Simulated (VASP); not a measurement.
# BP (F-43m) in VASP: notebook

Aim: see how the results for BP move with the level of theory and the settings. Levels: RPBE, revPBE+D3(BJ). Tasks: single point.

Program: VASP 6.6.1. These are calculated values, not measurements. Logs are shortened: lines on timing, memory, paths and dates and some standing lists are left out, and cuts for length are marked.

## (1) The cell of the first run

It takes space group F-43m (No. 216, cubic). The conventional cell has a = 4.477 Å, b = 4.477 Å, c = 4.477 Å, α = 90.00°, β = 90.00°, γ = 90.00°. P (site symmetry -43m) has 4 B at 1.94 Å within 2.6 Å. B (site symmetry -43m) has 4 P at 1.94 Å within 2.6 Å.

## (2) Single point, RPBE

The input, INCAR:

```
SYSTEM = BP
PREC = Accurate
ENCUT = 520
EDIFF = 1E-6
ISMEAR = -1
SIGMA = 0.05
LREAL = .False.
LASPH = .True.
NELM = 100
ALGO = Normal
ISIF = 2
LWAVE = .False.
LCHARG = .False.
GGA = RP
NBANDS = 11
```

The input, KPOINTS:

```
Automatic mesh
0
Gamma
  10 10 10
  0 0 0
```

The input, POSCAR:

```
BP
1.0
    0.0000000000      2.2383340787      2.2383340787
    2.2383340787      0.0000000000      2.2383340787
    2.2383340787      2.2383340787      0.0000000000
P B
1 1
Direct
    0.7500000000      0.7500000000      0.7500000000
    0.0000000000      0.0000000000      0.0000000000
```

Potentials or basis: VASP PAW PBE potentials, release 64 (P, B).

Command:

```bash
$ cat potpaw_PBE.64/P/POTCAR potpaw_PBE.64/B/POTCAR > POTCAR
$ mpirun -np 1 vasp_std > vasp.out
```

OUTCAR:

```text
SYSTEM = BP
   PREC = Accurate
   ENCUT = 520
   EDIFF = 1E-6
   ISMEAR = -1
   LREAL = .False.
   LASPH = .True.
   NELM = 100
   ISIF = 2
   GGA = RP

 ion  position               nearest neighbor table
   1  0.750  0.750  0.750-   2 1.94   2 1.94   2 1.94   2 1.94
   2  0.000  0.000  0.000-   1 1.94   1 1.94   1 1.94   1 1.94

  LATTYP: Found a face centered cubic cell.
 ALAT       =     4.4766681574

  Lattice vectors:

 A1 = (   0.0000000000,   2.2383340787,   2.2383340787)
 A2 = (   2.2383340787,   0.0000000000,   2.2383340787)
 A3 = (   2.2383340787,   2.2383340787,   0.0000000000)

Analysis of symmetry for initial positions (statically):
=====================================================================
 Subroutine PRICEL returns:
 Original cell was already a primitive cell.

 Routine SETGRP: Setting up the symmetry group for a
 face centered cubic supercell.

 Subroutine GETGRP returns: Found 24 space group operations
 (whereof 24 operations were pure point group operations)
 out of a pool of 48 trial point group operations.

The static configuration has the point symmetry T_d .

Analysis of symmetry for dynamics (positions and initial velocities):
=====================================================================
 Subroutine PRICEL returns:
 Original cell was already a primitive cell.

 Routine SETGRP: Setting up the symmetry group for a
 face centered cubic supercell.

 Subroutine GETGRP returns: Found 24 space group operations
 (whereof 24 operations were pure point group operations)
 out of a pool of 48 trial point group operations.

The dynamic configuration has the point symmetry T_d .

 Subroutine INISYM returns: Found 24 space group operations
 (whereof 24 operations are pure point group operations),
 and found     1 'primitive' translations

----------------------------------------------------------------------------------------

                                     Primitive cell

  volume of cell :      22.4287

  direct lattice vectors                    reciprocal lattice vectors
     0.000000000  2.238334079  2.238334079    -0.223380417  0.223380417  0.223380417
     2.238334079  0.000000000  2.238334079     0.223380417 -0.223380417  0.223380417
     2.238334079  2.238334079  0.000000000     0.223380417  0.223380417 -0.223380417

  length of vectors
     3.165482411  3.165482411  3.165482411     0.386906232  0.386906232  0.386906232

  position of ions in fractional coordinates (direct lattice)
     0.750000000  0.750000000  0.750000000
[... 80 lines left out ...]
   EDIFFG = 0.1E-04   stopping-criterion for IOM
   NSW    =      0    number of steps for IOM
   IBRION =     -1    ionic relax: 0-MD 1-quasi-New 2-CG
   NFREE  =      0    steps in history (QN), initial steepest desc. (CG)
   ISIF   =      2    stress and relaxation
   ISYM   =      2    0-nonsym 1-usesym 2-fastsym
   POTIM  = 0.5000    time-step for ionic-motion
   TEBEG  =    0.0;   TEEND  =   0.0 temperature during run
   PSTRESS=    0.0 pullay stress
   NELECT =       8.0000    total number of electrons
   NUPDOWN=      -1.0000    fix difference up-down
   EMIN   =  10.00;   EMAX   =-10.00  energy-range for DOS
   EFERMI =   0.00;   METHOD = LEGACY
   ISMEAR =    -1;   SIGMA  =   0.05  broadening in eV -4-tet -1-fermi 0-gaus
   EFERMI_NEDOS =   21; number of points for ismear=-14 and -15
   IALGO  =     38    algorithm
   IMIX   =      4    mixing-type and parameters
     AMIX     =   0.40;   BMIX     =  1.00
     AMIX_MAG =   1.60;   BMIX_MAG =  1.00
  volume/ion in A,a.u.               =      11.21        75.68
  Fermi-wavevector in a.u.,A,eV,Ry     =   1.161012  2.193994 18.339948  1.347948
  Thomas-Fermi vector in A             =   2.297588
   LORBIT       =      0    0 simple, 1 ext, 2 COOP (PROOUT), +10 PAW based schemes
   GGA     = RP    functional components
   LHFCALC =     F    Hartree Fock is set to
   AEXX    =    0.0000 exact exchange contribution
   IVDW    =     0    specifies the selected vdW correction
   LEPSILON=     F    determine dielectric tensor
   LRPA    =     F    only Hartree local field effects (RPA)
 non-spin polarized calculation
  energy-cutoff  :      520.00
  volume of cell :       22.43
 maximum number of plane-waves:       620
   NGX = 11   NGY = 11   NGZ = 11

 number of electron       8.0000001 magnetization

 Free energy of the ion-electron system (eV)
  ---------------------------------------------------
  ext. energy  EPLUGINS =         0.00000000
  ---------------------------------------------------
  free energy    TOTEN  =       -12.22741581 eV

  energy without entropy =      -12.22741573  energy(sigma->0) =      -12.22741577

 E-fermi :   8.5846     XC(G=0): -11.0169

 val. band max:        8.0108058269   @ k =   0.0000   0.0000   0.0000
 cond. band min:       9.1998362663   @ k =   0.4000   0.4000   0.0000
 fundamental gap:      1.1890304394
 Fermi energy:         8.5846319381

 k-point     1 :       0.0000    0.0000    0.0000
  band No.  band energies     occupation
      1      -7.8374      2.00000
      2       8.0108      1.99998
      3       8.0108      1.99998
      4       8.0108      1.99998
      5      11.4668      0.00000
      6      11.4668      0.00000
      7      11.4668      0.00000
      8      16.0547      0.00000
      9      19.9480      0.00000
     10      20.1671      0.00000
     11      20.1671      0.00000
[... 309 lines left out ...]
 k-point    24 :       0.4000    0.3000    0.0000
  band No.  band energies     occupation
      1      -4.7859      2.00000
      2       1.7401      2.00000
      3       3.8058      2.00000
      4       4.3623      2.00000
      5       9.7979      0.00000
      6      11.6404      0.00000
      7      17.7707      0.00000
      8      17.8134      0.00000
      9      22.5882      0.00000
     10      23.4280      0.00000
     11      25.7692      0.00000

 [... further k-points ...]
[... 5 lines left out ...]
  --------------------------------------------------------------------------------------
  -------------------------------------------------------------------------------------
  Total        1.5298408      1.5298408      1.5298408      0.0000000     -0.0000000     -0.0000000
  in kB      109.2828719    109.2828719    109.2828719      0.0000000     -0.0000000     -0.0000000
  external PRESSURE =     109.2828719 kB  Pullay stress =       0.0000000 kB

 VOLUME and BASIS-vectors are now :
 -----------------------------------------------------------------------------
  energy-cutoff  :      520.00
  volume of cell :       22.43
      direct lattice vectors                 reciprocal lattice vectors
     0.000000000  2.238334079  2.238334079    -0.223380417  0.223380417  0.223380417
     2.238334079  0.000000000  2.238334079     0.223380417 -0.223380417  0.223380417
     2.238334079  2.238334079  0.000000000     0.223380417  0.223380417 -0.223380417

 POSITION                                       TOTAL-FORCE (eV/Angst)
 -----------------------------------------------------------------------------------
      3.35750      3.35750      3.35750        -0.000000     -0.000000     -0.000000
      0.00000      0.00000      0.00000         0.000000      0.000000      0.000000
 -----------------------------------------------------------------------------------
    total drift:                               -0.000000     -0.000000     -0.000000

  FREE ENERGIE OF THE ION-ELECTRON SYSTEM (eV)
  ---------------------------------------------------
  free  energy   TOTEN  =       -12.2274158121 eV

  energy  without entropy=      -12.2274157284  energy(sigma->0) =      -12.22741577
```

Wall time 12 s (1 thread of AMD EPYC 7R43 (Zen 3), shared host); peak memory 0.1 GiB.

Results:

```yaml
Free_energy: -12.2274 eV
Pressure: 10.9 GPa
Band_gap_on_the_k_mesh: 1.19 eV (least direct gap 3.46 eV)
```

Levels at points of the mesh, in eV from the valence-band top:
| k point | band 2 | band 3 | band 4 | band 5 | band 6 | band 7 |
| --- | --- | --- | --- | --- | --- | --- |
| (0.00, 0.00, 0.00) | 0.00 | 0.00 | 0.00 | 3.46 | 3.46 | 3.46 |
| (0.50, 0.00, 0.00) | -9.34 | -1.81 | -1.81 | 4.03 | 4.73 | 4.73 |
| (0.50, 0.50, 0.00) | -8.83 | -4.27 | -4.27 | 1.24 | 1.66 | 12.55 |

Caveat: the cell stands under pressure; the PAW data sets were made with another functional, which shifts forces and pressure a little. RPBE gaps usually lie below the measured ones, often by a third to a half.

## (3) Single point, revPBE+D3(BJ)

This run uses another cell than the first one, of 10.98 Å³/atom.

The input, INCAR:

```
SYSTEM = BP
PREC = Accurate ; ENCUT = 520
EDIFF = 1E-7 ; ISMEAR = -1
SIGMA = 0.05 ; LREAL = .False.
LASPH = .True. ; NELM = 60
ALGO = Normal ; ISIF = 2
LWAVE = .False. ; LCHARG = .False.
GGA = RE ; IVDW = 12
NBANDS = 11
```

The input, KPOINTS:

```
regular mesh
0
Gamma
  10 10 10
  0 0 0
```

The input, POSCAR:

```
BP
1.0
    0.0000000000      2.2226808807      2.2226808807
    2.2226808807      0.0000000000      2.2226808807
    2.2226808807      2.2226808807      0.0000000000
P B
1 1
Direct
    0.7500000000      0.7500000000      0.7500000000
    0.0000000000      0.0000000000      0.0000000000
```

Potentials or basis: VASP PAW PBE potentials, release 64 (P, B).

Command:

```bash
$ cat potpaw_PBE.64/P/POTCAR potpaw_PBE.64/B/POTCAR > POTCAR
$ mpirun -np 1 vasp_std > vasp.out
```

Run time: 12 s. Hardware: 1 thread of AMD EPYC 7R43 (Zen 3), shared host; peak memory 0.12 GiB.

The run converged. Its results:

* Free energy: -13.6966 eV
* Pressure: 4.3 GPa
* Band gap on the k mesh: 1.15 eV (least direct gap 3.49 eV)
* Dispersion energy per atom: -0.694 eV

Levels at points of the mesh, in eV from the valence-band top:
| k point | band 2 | band 3 | band 4 | band 5 | band 6 | band 7 |
| --- | --- | --- | --- | --- | --- | --- |
| (0.00, 0.00, 0.00) | 0.00 | 0.00 | 0.00 | 3.49 | 3.49 | 3.49 |
| (0.50, 0.00, 0.00) | -9.50 | -1.83 | -1.83 | 4.16 | 4.74 | 4.74 |
| (0.50, 0.50, 0.00) | -8.94 | -4.34 | -4.34 | 1.19 | 1.62 | 12.74 |

Caveat: the cell stands under pressure; the PAW data sets were made with another functional, which shifts forces and pressure a little. A k mesh can miss the band edges.

## (4) Single point, revPBE+D3(BJ)

The input, INCAR:

```
SYSTEM = BP
  PREC = Accurate
  ENCUT = 520
  EDIFF = 1E-6
  ISMEAR = -1
  SIGMA = 0.05
  LREAL = .FALSE.
  LASPH = .TRUE.
  NELM = 100
  ALGO = Normal
  ISIF = 2
  LWAVE = .FALSE.
  LCHARG = .FALSE.
  GGA = RE
  IVDW = 12
  NBANDS = 11
```

The input, KPOINTS:

```
regular mesh
0
G
  10 10 10
  0 0 0
```

The input, POSCAR:

```
BP
1.0
    0.0000000000      2.2383340787      2.2383340787
    2.2383340787      0.0000000000      2.2383340787
    2.2383340787      2.2383340787      0.0000000000
P B
1 1
Direct
    0.7500000000      0.7500000000      0.7500000000
    0.0000000000      0.0000000000      0.0000000000
```

Command:

```bash
$ cat potpaw_PBE.64/P/POTCAR potpaw_PBE.64/B/POTCAR > POTCAR
$ mpirun -np 1 vasp_std > vasp.out
```

Wall time 12 s (1 thread of AMD EPYC 7R43 (Zen 3), shared host); peak memory 0.11 GiB.

It converged, with:

```yaml
Free_energy: -13.7037 eV
Pressure: 0.5 GPa
Band_gap_on_the_k_mesh: 1.18 eV (least direct gap 3.46 eV)
Dispersion_energy_per_atom: -0.680 eV
```

Levels at points of the mesh, in eV from the valence-band top:
```tsv
k point	band 2	band 3	band 4	band 5	band 6	band 7
(0.00, 0.00, 0.00)	0.00	0.00	0.00	3.46	3.46	3.46
(0.50, 0.00, 0.00)	-9.34	-1.81	-1.81	4.03	4.73	4.73
(0.50, 0.50, 0.00)	-8.83	-4.27	-4.27	1.24	1.64	12.54
```

Caveat: the PAW data sets were made with another functional, which shifts forces and pressure a little. A k mesh can miss the band edges.

## (5) Overview

```tsv
level	cell	gap on the mesh (eV)	pressure (GPa)
RPBE	a = 3.165 Å, angles 60.0°, 2 atoms	1.19	10.9
revPBE+D3(BJ)	a = 3.143 Å, angles 60.0°, 2 atoms	1.15	4.3
revPBE+D3(BJ)	a = 3.165 Å, angles 60.0°, 2 atoms	1.18	0.5
```

Alike in all rows: task single point; potentials or basis VASP PAW PBE potentials, release 64 (P, B); no spin polarisation; k mesh 10 × 10 × 10; cutoff (eV) 520; smearing fermi-dirac 0.05 eV.

Caveats: the PAW data sets were made with another functional, which shifts forces and pressure a little; the cell stands under pressure (at least some runs).

Absolute energies hang on the potentials; compare differences alone.
